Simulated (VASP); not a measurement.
Sn:

```
Sn
1.0
    -2.94014    2.94014    1.59930
     2.94014   -2.94014    1.59930
     2.94014    2.94014   -1.59930
Sn
2
Cartesian
  0.0000 0.0000 0.0000
  0.0000 2.9401 0.7997
```

Base run:

* Program: VASP 6.6.1
* Functional: PBEsol
* Potentials or basis: VASP PAW PBE potentials, release 64 (Sn_d)
* Cutoff: 520 eV
* k mesh: 9 × 9 × 9
* Occupations: fermi-dirac, width 0.05 eV
* Spin: no spin polarisation

Its results: band gap on the k mesh zero (bands 14 and 15 overlap by 3.97 eV); pressure -1.5 GPa.

Task: The run is repeated on the same cell with these changes: functional from PBEsol to r2SCAN. What comes out?

Result: Band gap on the k mesh zero (bands 14 and 15 overlap by 4.16 eV); pressure -0.1 GPa.

Caveats: the PAW data sets were made with another functional, which shifts forces and pressure a little; spin-orbit coupling is left out, which moves the levels of the heavy elements.
